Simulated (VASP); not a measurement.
# LiF (Fm-3m) in VASP: notebook, part 3 of 3

VASP 6.6.1. Earlier steps stand in the parts before.

**5. Relaxation of cell and atoms, r2SCAN**

This run uses another cell than the first one, of 8.41 Å³/atom, 1.060 times its volume.

File POSCAR:

```
LiF
1.0
    0.0000000000      2.0339387250      2.0339387250
    2.0339387250      0.0000000000      2.0339387250
    2.0339387250      2.0339387250      0.0000000000
Li F
1 1
Direct
    0.0000000000      0.0000000000      0.0000000000
    0.5000000000      0.5000000000      0.5000000000
```

File INCAR.step1:

```
SYSTEM = LiF
  PREC = Accurate
  ENCUT = 600
  ISMEAR = -1
  SIGMA = 0.02
  LREAL = .FALSE.
  LASPH = .TRUE.
  NELM = 60
  GGA = PE
  ALGO = Normal
  EDIFF = 1E-4
  LWAVE = .TRUE.
  LCHARG = .FALSE.
```

File INCAR.step2:

```
SYSTEM = LiF
  PREC = Accurate
  ENCUT = 600
  EDIFF = 1E-6
  ISMEAR = -1
  SIGMA = 0.02
  LREAL = .FALSE.
  LASPH = .TRUE.
  NELM = 60
  ALGO = Normal
  ISIF = 3
  LWAVE = .FALSE.
  LCHARG = .FALSE.
  METAGGA = R2SCAN
  LMIXTAU = .TRUE.
  IBRION = 2
  NSW = 80
  EDIFFG = -0.005
  ISTART = 1
```

File KPOINTS:

```
Automatic mesh
0
G
  10 10 10
  0 0 0
```

Potentials or basis: VASP PAW PBE potentials, release 64 (Li_sv, F).

Launch:

```console
> cat potpaw_PBE.64/Li_sv/POTCAR potpaw_PBE.64/F/POTCAR > POTCAR
> cp INCAR.step1 INCAR
> mpirun -np 1 vasp_std > vasp.out
> cp INCAR.step2 INCAR
> mpirun -np 1 vasp_std > vasp.out
```

OUTCAR:

```text
SYSTEM = LiF
   PREC = Accurate
   ENCUT = 600
   EDIFF = 1E-6
   ISMEAR = -1
   LREAL = .FALSE.
   LASPH = .TRUE.
   NELM = 60
   ISIF = 3
   METAGGA = R2SCAN
   IBRION = 2
   NSW = 80
   EDIFFG = -0.005
   ISTART = 1

 ion  position               nearest neighbor table
   1  0.000  0.000  0.000-   2 2.03   2 2.03   2 2.03   2 2.03   2 2.03   2 2.03
   2  0.500  0.500  0.500-   1 2.03   1 2.03   1 2.03   1 2.03   1 2.03   1 2.03

  LATTYP: Found a face centered cubic cell.
 ALAT       =     4.0678774500

  Lattice vectors:

 A1 = (   0.0000000000,   2.0339387250,   2.0339387250)
 A2 = (   2.0339387250,   0.0000000000,   2.0339387250)
 A3 = (   2.0339387250,   2.0339387250,   0.0000000000)

Analysis of symmetry for initial positions (statically):
=====================================================================
 Subroutine PRICEL returns:
 Original cell was already a primitive cell.

 Routine SETGRP: Setting up the symmetry group for a
 face centered cubic supercell.

 Subroutine GETGRP returns: Found 48 space group operations
 (whereof 48 operations were pure point group operations)
 out of a pool of 48 trial point group operations.

The static configuration has the point symmetry O_h .

Analysis of symmetry for dynamics (positions and initial velocities):
=====================================================================
 Subroutine PRICEL returns:
 Original cell was already a primitive cell.

 Routine SETGRP: Setting up the symmetry group for a
 face centered cubic supercell.

 Subroutine GETGRP returns: Found 48 space group operations
 (whereof 48 operations were pure point group operations)
 out of a pool of 48 trial point group operations.

The dynamic configuration has the point symmetry O_h .

 Subroutine INISYM returns: Found 48 space group operations
 (whereof 48 operations are pure point group operations),
 and found     1 'primitive' translations

----------------------------------------------------------------------------------------

                                     Primitive cell

  volume of cell :      16.8284

  direct lattice vectors                    reciprocal lattice vectors
     0.000000000  2.033938725  2.033938725    -0.245828448  0.245828448  0.245828448
     2.033938725  0.000000000  2.033938725     0.245828448 -0.245828448  0.245828448
     2.033938725  2.033938725  0.000000000     0.245828448  0.245828448 -0.245828448

  length of vectors
     2.876423730  2.876423730  2.876423730     0.425787362  0.425787362  0.425787362

  position of ions in fractional coordinates (direct lattice)
     0.000000000  0.000000000  0.000000000
     0.500000000  0.500000000  0.500000000

  ion indices of the primitive-cell ions
   primitive index   ion index
                 1           1
                 2           2

----------------------------------------------------------------------------------------

 KPOINTS: Automatic mesh

Automatic generation of k-mesh.
 Grid dimensions read from file:
 generate k-points for:   10   10   10

 Generating k-lattice:
[... 41 lines left out ...]
  0.300000  0.300000  0.000000      6.000000
  0.400000  0.300000  0.000000     24.000000
 [... further k-points ...]
   k-points           NKPTS =     47   k-points in BZ     NKDIM =     47   number of bands    NBANDS=      9
   number of dos      NEDOS =    301   number of ions     NIONS =      2
   total plane-waves  NPLWV =  13824
   dimension x,y,z NGX =    24 NGY =   24 NGZ =   24
   dimension x,y,z NGXF=    48 NGYF=   48 NGZF=   48
   ions per type =               1   1
   NGX,Y,Z   is equivalent  to a cutoff of  13.87, 13.87, 13.87 a.u.
   NGXF,Y,Z  is equivalent  to a cutoff of  27.74, 27.74, 27.74 a.u.
 SYSTEM =  LiF
   PREC   = accura    normal or accurate (medium, high low for compatibility)
   ISTART =      1    job   : 0-new  1-cont  2-samecut
   ICHARG =      0    charge: 1-file 2-atom 10-const
   ISPIN  =      1    spin polarized calculation?
   LNONCOLLINEAR =      F non collinear calculations
   LSORBIT =      F    spin-orbit coupling
   LASPH  =      T    aspherical Exc in radial PAW
   ENCUT  =  600.0 eV  44.10 Ry    6.64 a.u.   5.74  5.74  5.74*2*pi/ulx,y,z
   NELM   =     60;   NELMIN=  2; NELMDL=  0     # of ELM steps
   EDIFF  = 0.1E-05   stopping-criterion for ELM
   LREAL  =      F    real-space projection
   EDIFFG = -.5E-02   stopping-criterion for IOM
   NSW    =     80    number of steps for IOM
   IBRION =      2    ionic relax: 0-MD 1-quasi-New 2-CG
   NFREE  =      1    steps in history (QN), initial steepest desc. (CG)
   ISIF   =      3    stress and relaxation
   ISYM   =      2    0-nonsym 1-usesym 2-fastsym
   POTIM  = 0.5000    time-step for ionic-motion
   TEBEG  =    0.0;   TEEND  =   0.0 temperature during run
   PSTRESS=    0.0 pullay stress
   NELECT =      10.0000    total number of electrons
   NUPDOWN=      -1.0000    fix difference up-down
   EMIN   =  10.00;   EMAX   =-10.00  energy-range for DOS
   EFERMI =   0.00;   METHOD = LEGACY
   ISMEAR =    -1;   SIGMA  =   0.02  broadening in eV -4-tet -1-fermi 0-gaus
   EFERMI_NEDOS =   21; number of points for ismear=-14 and -15
   IALGO  =     38    algorithm
   IMIX   =      4    mixing-type and parameters
     AMIX     =   0.40;   BMIX     =  1.00
     AMIX_MAG =   1.60;   BMIX_MAG =  1.00
  volume/ion in A,a.u.               =       8.41        56.78
  Fermi-wavevector in a.u.,A,eV,Ry     =   1.376344  2.600913 25.773823  1.894323
  Thomas-Fermi vector in A             =   2.501597
   LORBIT       =      0    0 simple, 1 ext, 2 COOP (PROOUT), +10 PAW based schemes
   METAGGA = R2SCAN    functional components
   LHFCALC =     F    Hartree Fock is set to
   AEXX    =    0.0000 exact exchange contribution
   IVDW    =     0    specifies the selected vdW correction
   LEPSILON=     F    determine dielectric tensor
   LRPA    =     F    only Hartree local field effects (RPA)
 conjugate gradient relaxation of ions
 non-spin polarized calculation
  energy-cutoff  :      600.00
  volume of cell :       16.83
 maximum number of plane-waves:       588
   NGX = 11   NGY = 11   NGZ = 11

--------------------------------------- Ionic step        1  -------------------------------------------

 number of electron       9.9999992 magnetization

 Free energy of the ion-electron system (eV)
  ---------------------------------------------------
  ext. energy  EPLUGINS =         0.00000000
  ---------------------------------------------------
  free energy    TOTEN  =       -11.89346418 eV

  energy without entropy =      -11.89346418  energy(sigma->0) =      -11.89346418

------------------------ aborting loop because EDIFF is reached ----------------------------------------

  FORCE on cell =-STRESS in cart. coord.  units (eV):
  Direction    XX          YY          ZZ          XY          YZ          ZX
  --------------------------------------------------------------------------------------
  -------------------------------------------------------------------------------------
  Total       -0.5279364     -0.5279364     -0.5279364      0.0000000      0.0000000     -0.0000000
  in kB      -50.2630231    -50.2630231    -50.2630231      0.0000000      0.0000000     -0.0000000
  external PRESSURE =     -50.2630231 kB  Pullay stress =       0.0000000 kB
[... 95 lines left out ...]
--------------------------------------- Ionic step        4  -------------------------------------------

 number of electron       9.9999999 magnetization

 Free energy of the ion-electron system (eV)
  ---------------------------------------------------
  ext. energy  EPLUGINS =         0.00000000
  ---------------------------------------------------
  free energy    TOTEN  =       -11.91386527 eV

  energy without entropy =      -11.91386527  energy(sigma->0) =      -11.91386527

 E-fermi :  -0.9319     XC(G=0): -10.7651

 val. band max:       -1.3917561750   @ k =   0.0000   0.0000   0.0000
 cond. band min:       9.2880282449   @ k =   0.0000   0.0000   0.0000
 fundamental gap:     10.6797844199
 Fermi energy:        -0.9318695950

 k-point     1 :       0.0000    0.0000    0.0000
  band No.  band energies     occupation
      1     -43.3667      2.00000
      2     -22.6021      2.00000
      3      -1.3918      2.00000
      4      -1.3918      2.00000
      5      -1.3918      2.00000
      6       9.2880      0.00000
      7      24.5154      0.00000
      8      24.5154      0.00000
      9      24.5154      0.00000
[... 265 lines left out ...]
 k-point    24 :       0.4000    0.3000    0.0000
  band No.  band energies     occupation
      1     -43.2973      2.00000
      2     -22.0537      2.00000
      3      -3.8251      2.00000
      4      -2.3259      2.00000
      5      -2.2098      2.00000
      6      13.3043      0.00000
      7      16.7520      0.00000
      8      19.2787      0.00000
      9      20.9018      0.00000

 [... further k-points ...]
[... 5 lines left out ...]
  --------------------------------------------------------------------------------------
  -------------------------------------------------------------------------------------
  Total        0.0001969      0.0001969      0.0001969      0.0000000     -0.0000000     -0.0000000
  in kB        0.0201271      0.0201271      0.0201271      0.0000000     -0.0000000     -0.0000000
  external PRESSURE =       0.0201271 kB  Pullay stress =       0.0000000 kB
[... 17 lines left out ...]
  FREE ENERGIE OF THE ION-ELECTRON SYSTEM (eV)
  ---------------------------------------------------
  free  energy   TOTEN  =       -11.9138652668 eV

  energy  without entropy=      -11.9138652668  energy(sigma->0) =      -11.91386527

 reached required accuracy - stopping structural energy minimisation
```

It took 55 s on 1 thread of Intel Xeon Platinum 8488C (Sapphire Rapids), shared host; peak memory 0.14 GiB.

Results:

| Quantity | Value |
| --- | --- |
| Free energy | -11.9139 eV |
| Relaxed volume | 7.84 Å³/atom |
| Relaxed cell | a = 2.809 Å, b = 2.809 Å, c = 2.809 Å, α = 60.00°, β = 60.00°, γ = 60.00° |
| Space group after relaxing (to 0.05 Å) | Fm-3m (No. 225) |
| Energy gained by relaxing | 10.2 meV/atom |
| Ionic steps | 4 |
| Pressure after relaxing | 0.0 GPa |
| Band gap on the k mesh | 10.68 eV, direct |

Step by step:
```csv
step,energy change (eV),largest force (eV/Å),pressure (GPa),volume (Å³)
1,0.0000,0.0000,-5.03,16.83
2,-0.0157,0.0000,-2.72,16.19
3,-0.0204,0.0000,-0.17,15.71
4,-0.0204,0.0000,0.00,15.68
```

Final structure:
```xyz
2
Lattice="0.0000 1.9864 1.9864 1.9864 0.0000 1.9864 1.9864 1.9864 0.0000" Properties=species:S:1:pos:R:3 pbc="T T T"
Li    0.0000    1.9864    1.9864
F     1.9864    1.9864    1.9864
```

Levels at points of the mesh, in eV from the valence-band top:
```
           k point  band 3  band 4  band 5  band 6  band 7  band 8
(0.00, 0.00, 0.00)    0.00    0.00    0.00   10.68   25.91   25.91
(0.50, 0.00, 0.00)   -2.62   -0.26   -0.26   12.07   18.66   20.78
(0.50, 0.50, 0.00)   -3.19   -1.07   -1.07   16.48   17.66   19.66
```

Caveat: the cutoff is under 1.25 times the usual one of these potentials, so pressure, stress and relaxed cells hold a basis-set (Pulay) error; the PAW data sets were made with another functional, which shifts forces and pressure a little. A k mesh can miss the band edges.

**6. Relaxation of cell and atoms, PBE**

This run uses another cell than the first one, of 4.83 Å³/atom, 0.609 times its volume.

File INCAR:

```
PREC = Accurate
ENCUT = 910
EDIFF = 1E-7
ISMEAR = -1
SIGMA = 0.02
LREAL = F
LASPH = T
NELM = 120
ALGO = Normal
ISIF = 3
LWAVE = F
LCHARG = F
GGA = PE
IBRION = 2
NSW = 80
EDIFFG = -0.005
GGA_COMPAT = F
NELMIN = 4
```

File KPOINTS:

```
regular mesh
0
Gamma
  12 12 12
```

File POSCAR:

```
LiF
1.0
    0.0000000000      1.6906000000      1.6906000000
    1.6906000000      0.0000000000      1.6906000000
    1.6906000000      1.6906000000      0.0000000000
Li F
1 1
Direct
    0.0000000000      0.0000000000      0.0000000000
    0.5000000000      0.5000000000      0.5000000000
```

Potentials or basis: VASP PAW PBE potentials, release 64 (Li_sv, F_h).

Launch:

```console
> cat potpaw_PBE.64/Li_sv/POTCAR potpaw_PBE.64/F_h/POTCAR > POTCAR
> mpirun -np 1 vasp_std > vasp.out
```

It took 31 s on 1 thread of Intel Xeon Platinum 8259CL at 2.50GHz (Skylake/Cascade Lake), shared host; peak memory 0.14 GiB.

It converged, with:

```
Free energy                            : -9.2355 eV
Relaxed volume                         : 6.84 Å³/atom
Relaxed cell                           : a = 2.685 Å, b = 2.685 Å, c = 2.685 Å, α = 60.00°, β = 60.00°, γ = 60.00°
Space group after relaxing (to 0.05 Å) : Fm-3m (No. 225)
Energy gained by relaxing              : 622.3 meV/atom
Ionic steps                            : 4
Pressure after relaxing                : 0.1 GPa
Band gap on the k mesh                 : 10.82 eV, indirect (least direct gap 10.83 eV)
```

Step by step:
```tsv
step	energy change (eV)	largest force (eV/Å)	pressure (GPa)	volume (Å³)
1	0.0000	0.0000	119.89	9.66
2	-1.0441	0.0000	-31.40	15.65
3	-1.2440	0.0000	1.67	13.60
4	-1.2445	0.0000	0.06	13.69
```

Final structure:
```xyz
2
Lattice="0.0000 1.8986 1.8986 1.8986 0.0000 1.8986 1.8986 1.8986 0.0000" Properties=species:S:1:pos:R:3 pbc="T T T"
Li    0.0000    1.8986    1.8986
F     1.8986    1.8986    1.8986
```

Levels at points of the mesh, in eV from the valence-band top:
| k point | band 1 | band 2 | band 3 | band 4 | band 5 | band 6 | band 7 | band 8 | band 9 |
| --- | --- | --- | --- | --- | --- | --- | --- | --- | --- |
| (0.00, 0.00, 0.00) | -40.61 | -20.55 | -0.01 | -0.01 | -0.01 | 10.82 | 26.11 | 26.11 | 26.11 |
| (0.50, 0.00, 0.00) | -40.49 | -19.98 | -3.11 | -0.30 | -0.30 | 11.75 | 18.96 | 20.33 | 20.33 |
| (0.50, 0.50, 0.00) | -40.46 | -19.55 | -3.86 | -1.30 | -1.30 | 16.59 | 17.29 | 19.71 | 22.44 |

Caveat: the cutoff is under 1.25 times the usual one of these potentials, so pressure, stress and relaxed cells hold a basis-set (Pulay) error; the volume moved by over 15 % at a fixed basis, so the end points are rough. A k mesh can miss the band edges.

**7. Summary**

```tsv
task	level	potentials or basis	cell	k mesh	cutoff (eV)	smearing	second run	gap on the mesh (eV)	pressure (GPa)	relaxed volume (Å³/atom)
single point	r2SCAN	VASP PAW PBE potentials, release 64 (Li_sv, F)	a = 2.821 Å, angles 60.0°, 2 atoms	10 × 10 × 10	520	fermi-dirac 0.02 eV	-	10.55	-	-
single point	r2SCAN	VASP PAW PBE potentials, release 64 (Li_sv, F)	a = 2.821 Å, angles 60.0°, 2 atoms	10 × 10 × 10	520	gaussian 0.01 eV	-	10.55	-	-
relaxation of cell and atoms	PBE	VASP PAW PBE potentials, release 64 (Li_sv, F)	relaxed from a = 2.391 Å, angles 60.0°, 2 atoms	12 × 12 × 12	600	fermi-dirac 0.02 eV	-	9.53	0.1	7.82
relaxation of cell and atoms	r2SCAN	VASP PAW PBE potentials, release 64 (Li_sv, F)	relaxed from a = 2.876 Å, angles 60.0°, 2 atoms	10 × 10 × 10	600	fermi-dirac 0.02 eV	-	10.68	0.0	7.84
relaxation of cell and atoms	PBE	VASP PAW PBE potentials, release 64 (Li_sv, F_h)	relaxed from a = 2.391 Å, angles 60.0°, 2 atoms	12 × 12 × 12	910	fermi-dirac 0.02 eV	hard_potentials	10.82	0.1	6.84
```

Alike in all rows: no spin polarisation.

Caveats: the cutoff is under 1.25 times the usual one of these potentials, so pressure, stress and relaxed cells hold a basis-set (Pulay) error; the PAW data sets were made with another functional, which shifts forces and pressure a little (some runs); the volume moved by over 15 % at a fixed basis, so the end points are rough (some runs).

Total energies depend on the potentials used, so only differences within one code and one set of settings carry meaning.
